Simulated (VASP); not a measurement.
# AlRu (Pm-3m) in VASP: a series of runs

The runs below take AlRu through relaxation of cell and atoms, single point, with PBE.

Everything below comes from runs of VASP 6.6.1. Logs are shortened: lines on timing, memory, paths and dates and some standing lists are left out, and cuts for length are marked.

**1. The cell of the first run**

The structure is cubic, space group Pm-3m (No. 221). Conventional cell: a = 2.992 Å, b = 2.992 Å, c = 2.992 Å, α = 90.00°, β = 90.00°, γ = 90.00°. Within 3.4 Å of Ru (site symmetry m-3m) lie 8 Al at 2.59 Å and 6 Ru at 2.99 Å. Al (site symmetry m-3m) has 8 Ru at 2.59 Å and 6 Al at 2.99 Å within 3.4 Å.

**2. Relaxation of cell and atoms, PBE, target pressure 30 GPa, at which the enthalpy is minimised**

INCAR

```
SYSTEM = AlRu
PREC = Accurate
ENCUT = 600
EDIFF = 1E-6
ISMEAR = -1
SIGMA = 0.05
LREAL = .FALSE.
LASPH = .TRUE.
NELM = 80
ALGO = Fast
ISIF = 3
LWAVE = .FALSE.
LCHARG = .FALSE.
GGA = PE
IBRION = 2
NSW = 60
EDIFFG = -0.01
PSTRESS = 300.0
```

KPOINTS

```
Automatic mesh
0
G
  9 9 9
  0 0 0
```

POSCAR

```
AlRu
1.0
    2.9916000000      0.0000000000      0.0000000000
    0.0000000000      2.9916000000      0.0000000000
    0.0000000000      0.0000000000      2.9916000000
Ru Al
1 1
Direct
    0.5000000000      0.5000000000      0.5000000000
    0.0000000000      0.0000000000      0.0000000000
```

Potentials or basis: VASP PAW PBE potentials, release 64 (Ru_pv, Al).

Run with:

```sh
$ cat potpaw_PBE.64/Ru_pv/POTCAR potpaw_PBE.64/Al/POTCAR > POTCAR
$ mpirun -np 1 vasp_std > vasp.out
```

OUTCAR:

```text
SYSTEM = AlRu
   PREC = Accurate
   ENCUT = 600
   EDIFF = 1E-6
   ISMEAR = -1
   LREAL = .FALSE.
   LASPH = .TRUE.
   NELM = 80
   ISIF = 3
   GGA = PE
   IBRION = 2
   NSW = 60
   EDIFFG = -0.01
   PSTRESS = 300.0

 ion  position               nearest neighbor table
   1  0.500  0.500  0.500-   2 2.59   2 2.59   2 2.59   2 2.59   2 2.59   2 2.59   2 2.59   2 2.59

   2  0.000  0.000  0.000-   1 2.59   1 2.59   1 2.59   1 2.59   1 2.59   1 2.59   1 2.59   1 2.59

  LATTYP: Found a simple cubic cell.
 ALAT       =     2.9916000000

  Lattice vectors:

 A1 = (   2.9916000000,   0.0000000000,   0.0000000000)
 A2 = (   0.0000000000,   2.9916000000,   0.0000000000)
 A3 = (   0.0000000000,   0.0000000000,   2.9916000000)

Analysis of symmetry for initial positions (statically):
=====================================================================
 Subroutine PRICEL returns:
 Original cell was already a primitive cell.

 Routine SETGRP: Setting up the symmetry group for a
 simple cubic supercell.

 Subroutine GETGRP returns: Found 48 space group operations
[... 9 lines left out ...]

 Routine SETGRP: Setting up the symmetry group for a
 simple cubic supercell.

 Subroutine GETGRP returns: Found 48 space group operations
[... 11 lines left out ...]
                                     Primitive cell

  volume of cell :      26.7738

  direct lattice vectors                    reciprocal lattice vectors
     2.991600000  0.000000000  0.000000000     0.334269287  0.000000000  0.000000000
     0.000000000  2.991600000  0.000000000     0.000000000  0.334269287  0.000000000
     0.000000000  0.000000000  2.991600000     0.000000000  0.000000000  0.334269287

  length of vectors
     2.991600000  2.991600000  2.991600000     0.334269287  0.334269287  0.334269287

  position of ions in fractional coordinates (direct lattice)
     0.500000000  0.500000000  0.500000000
     0.000000000  0.000000000  0.000000000

  ion indices of the primitive-cell ions
   primitive index   ion index
                 1           1
                 2           2

----------------------------------------------------------------------------------------

 KPOINTS: Automatic mesh

Automatic generation of k-mesh.
 Grid dimensions read from file:
 generate k-points for:    9    9    9

 Generating k-lattice:

  Cartesian coordinates                     Fractional coordinates (reciprocal lattice)
     0.037141032  0.000000000  0.000000000     0.111111111  0.000000000  0.000000000
     0.000000000  0.037141032  0.000000000     0.000000000  0.111111111  0.000000000
     0.000000000  0.000000000  0.037141032     0.000000000  0.000000000  0.111111111

  Length of vectors
     0.037141032  0.037141032  0.037141032

  Shift w.r.t. Gamma in fractional coordinates (k-lattice)
     0.000000000  0.000000000  0.000000000

 Subroutine IBZKPT returns following result:
 ===========================================

 Found     35 irreducible k-points:

 Following reciprocal coordinates:
            Coordinates               Weight
  0.000000  0.000000  0.000000      1.000000
  0.111111  0.000000  0.000000      6.000000
  0.222222  0.000000  0.000000      6.000000
  0.333333  0.000000  0.000000      6.000000
  0.444444  0.000000  0.000000      6.000000
  0.111111  0.111111  0.000000     12.000000
[... 16 lines left out ...]
  0.333333  0.333333  0.111111     24.000000
  0.444444  0.333333  0.111111     48.000000
 [... further k-points ...]
   k-points           NKPTS =     35   k-points in BZ     NKDIM =     35   number of bands    NBANDS=     12
   number of dos      NEDOS =    301   number of ions     NIONS =      2
   total plane-waves  NPLWV =  13824
   dimension x,y,z NGX =    24 NGY =   24 NGZ =   24
   dimension x,y,z NGXF=    48 NGYF=   48 NGZF=   48
   ions per type =               1   1
   NGX,Y,Z   is equivalent  to a cutoff of  13.34, 13.34, 13.34 a.u.
   NGXF,Y,Z  is equivalent  to a cutoff of  26.67, 26.67, 26.67 a.u.
 SYSTEM =  AlRu
   PREC   = accura    normal or accurate (medium, high low for compatibility)
   ISTART =      0    job   : 0-new  1-cont  2-samecut
   ICHARG =      2    charge: 1-file 2-atom 10-const
   ISPIN  =      1    spin polarized calculation?
   LNONCOLLINEAR =      F non collinear calculations
   LSORBIT =      F    spin-orbit coupling
   LASPH  =      T    aspherical Exc in radial PAW
   ENCUT  =  600.0 eV  44.10 Ry    6.64 a.u.   5.97  5.97  5.97*2*pi/ulx,y,z
   NELM   =     80;   NELMIN=  2; NELMDL= -5     # of ELM steps
   EDIFF  = 0.1E-05   stopping-criterion for ELM
   LREAL  =      F    real-space projection
   EDIFFG = -.1E-01   stopping-criterion for IOM
   NSW    =     60    number of steps for IOM
   IBRION =      2    ionic relax: 0-MD 1-quasi-New 2-CG
   NFREE  =      1    steps in history (QN), initial steepest desc. (CG)
   ISIF   =      3    stress and relaxation
   ISYM   =      2    0-nonsym 1-usesym 2-fastsym
   POTIM  = 0.5000    time-step for ionic-motion
   TEBEG  =    0.0;   TEEND  =   0.0 temperature during run
   PSTRESS=  300.0 pullay stress
   NELECT =      17.0000    total number of electrons
   NUPDOWN=      -1.0000    fix difference up-down
   EMIN   =  10.00;   EMAX   =-10.00  energy-range for DOS
   EFERMI =   0.00;   METHOD = LEGACY
   ISMEAR =    -1;   SIGMA  =   0.05  broadening in eV -4-tet -1-fermi 0-gaus
   EFERMI_NEDOS =   21; number of points for ismear=-14 and -15
   IALGO  =     68    algorithm
   IMIX   =      4    mixing-type and parameters
     AMIX     =   0.40;   BMIX     =  1.00
     AMIX_MAG =   1.60;   BMIX_MAG =  1.00
  volume/ion in A,a.u.               =      13.39        90.34
  Fermi-wavevector in a.u.,A,eV,Ry     =   1.407087  2.659009 26.938090  1.979894
  Thomas-Fermi vector in A             =   2.529382
   LORBIT       =      0    0 simple, 1 ext, 2 COOP (PROOUT), +10 PAW based schemes
   GGA     = PE    functional components
   LHFCALC =     F    Hartree Fock is set to
   AEXX    =    0.0000 exact exchange contribution
   IVDW    =     0    specifies the selected vdW correction
   LEPSILON=     F    determine dielectric tensor
   LRPA    =     F    only Hartree local field effects (RPA)
 conjugate gradient relaxation of ions
 non-spin polarized calculation
 RMM-DIIS sequential band-by-band and
  energy-cutoff  :      600.00
  volume of cell :       26.77
 maximum number of plane-waves:       922
 NGX is ok and might be reduce to    24
   NGX = 11   NGY = 11   NGZ = 11

--------------------------------------- Ionic step        1  -------------------------------------------

 number of electron      16.9999995 magnetization

 Free energy of the ion-electron system (eV)
  ---------------------------------------------------
  ext. energy  EPLUGINS =         0.00000000
  ---------------------------------------------------
  free energy    TOTEN  =       -14.26031571 eV

  energy without entropy =      -14.24491690  energy(sigma->0) =      -14.25261630

------------------------ aborting loop because EDIFF is reached ----------------------------------------

  FORCE on cell =-STRESS in cart. coord.  units (eV):
  Direction    XX          YY          ZZ          XY          YZ          ZX
  --------------------------------------------------------------------------------------
  -------------------------------------------------------------------------------------
  Total        0.3888008      0.3888008      0.3888008      0.0000000     -0.0000000     -0.0000000
  in kB       23.2662933     23.2662933     23.2662933      0.0000000     -0.0000000     -0.0000000
  external PRESSURE =    -276.7337067 kB  Pullay stress =     300.0000000 kB
[... 137 lines left out ...]
  enthalpy is  TOTEN    =        -9.4898460405 eV   P V=        4.5377785848

--------------------------------------- Ionic step        5  -------------------------------------------

 number of electron      17.0000002 magnetization

 Free energy of the ion-electron system (eV)
  ---------------------------------------------------
  ext. energy  EPLUGINS =         0.00000000
  ---------------------------------------------------
  free energy    TOTEN  =       -14.01581761 eV

  energy without entropy =      -14.00229588  energy(sigma->0) =      -14.00905674

 E-fermi :  12.1407     XC(G=0): -13.1025

 val. band max:       12.1320594803   @ k =   0.4444   0.1111   0.1111
 cond. band min:      12.1441353423   @ k =   0.4444   0.4444   0.1111
 fundamental gap:      0.0120758620
 Fermi energy:        12.1406833100

 k-point     1 :       0.0000    0.0000    0.0000
  band No.  band energies     occupation
      1     -29.5950      2.00000
      2     -29.5950      2.00000
      3     -29.5950      2.00000
      4       1.9482      2.00000
      5       8.0615      2.00000
      6       8.0615      2.00000
      7      12.4217      0.00722
      8      12.4217      0.00722
      9      12.4217      0.00722
     10      18.8300      0.00000
     11      18.8300      0.00000
     12      18.8300      0.00000
[... 331 lines left out ...]
 k-point    24 :       0.4444    0.3333    0.1111
  band No.  band energies     occupation
      1     -29.8571      2.00000
      2     -29.7853      2.00000
      3     -29.5831      2.00000
      4       5.8920      2.00000
      5       8.0786      2.00000
      6       9.3951      2.00000
      7      10.0289      2.00000
      8      11.3776      2.00000
      9      11.9073      1.98140
     10      14.8137      0.00000
     11      19.0855      0.00000
     12      20.2608      0.00000

 [... further k-points ...]
[... 5 lines left out ...]
  --------------------------------------------------------------------------------------
  -------------------------------------------------------------------------------------
  Total        4.5278410      4.5278410      4.5278410      0.0000000     -0.0000000      0.0000000
  in kB      300.1347597    300.1347597    300.1347597      0.0000000     -0.0000000      0.0000000
  external PRESSURE =       0.1347597 kB  Pullay stress =     300.0000000 kB
[... 17 lines left out ...]
  FREE ENERGIE OF THE ION-ELECTRON SYSTEM (eV)
  ---------------------------------------------------
  free  energy   TOTEN  =       -14.0158176105 eV

  energy  without entropy=      -14.0022958794  energy(sigma->0) =      -14.00905674

  enthalpy is  TOTEN    =        -9.4900095830 eV   P V=        4.5258080276

 reached required accuracy - stopping structural energy minimisation
```

Run time: 26 s. Hardware: 1 thread of Intel Xeon Platinum 8488C (Sapphire Rapids), shared host; peak memory 0.15 GiB.

Results:

```yaml
Free_energy: -14.0158 eV
Relaxed_volume: 12.09 Å³/atom
Relaxed_cell: a = 2.891 Å, b = 2.891 Å, c = 2.891 Å, α = 90.00°, β = 90.00°, γ = 90.00°
Space_group_after_relaxing_to_0.05_Å: Pm-3m (No. 221)
Energy_change_on_relaxing_the_enthalpy_is_what_falls: +122.2 meV/atom
Ionic_steps: 5
Pressure_after_relaxing: 30.0 GPa
```

Step by step:
| step | energy change (eV) | largest force (eV/Å) | pressure (GPa) | volume (Å³) |
| --- | --- | --- | --- | --- |
| 1 | 0.0000 | 0.0000 | 2.33 | 26.77 |
| 2 | 3.1163 | 0.0000 | 166.02 | 18.78 |
| 3 | 0.2025 | 0.0000 | 26.96 | 24.41 |
| 4 | 0.2327 | 0.0000 | 29.17 | 24.23 |
| 5 | 0.2445 | 0.0000 | 30.01 | 24.17 |

Final structure:
```yaml
crystal:
  lattice:
    - [2.89131, 0.00000, 0.00000]
    - [0.00000, 2.89131, 0.00000]
    - [0.00000, 0.00000, 2.89131]
  atoms:
    - { symbol: Ru, position: [0.50000, 0.50000, 0.50000] }
    - { symbol: Al, position: [0.00000, 0.00000, 0.00000] }
```

Caveat: the cell is relaxed towards a set pressure, so the enthalpy falls and the energy may rise.

**3. Single point, PBE**

INCAR

```
SYSTEM = AlRu
PREC = Accurate ; ENCUT = 520
EDIFF = 1E-7 ; ISMEAR = 0
SIGMA = 0.012 ; LREAL = .FALSE.
LASPH = .TRUE. ; NELM = 60
ALGO = Fast ; ISIF = 2
LWAVE = .FALSE. ; LCHARG = .FALSE.
GGA = PE ; NBANDS = 16
```

KPOINTS is that of step 2.

POSCAR is that of step 2.

Potentials or basis: VASP PAW PBE potentials, release 64 (Ru_pv, Al).

Run with:

```sh
$ cat potpaw_PBE.64/Ru_pv/POTCAR potpaw_PBE.64/Al/POTCAR > POTCAR
$ mpirun -np 1 vasp_std > vasp.out
```

Wall time 11 s (1 thread of Intel Xeon Platinum 8259CL at 2.50GHz (Skylake/Cascade Lake), shared host); peak memory 0.14 GiB.

Results (log left out):

```
Free energy : -14.2514 eV
Pressure    : 2.5 GPa
```

Levels at points of the mesh, in eV from the Fermi level:
```tsv
k point	band 7	band 8	band 9	band 10	band 11	band 12
(0.00, 0.00, 0.00)	0.25	0.25	0.25	6.18	6.18	6.18
```
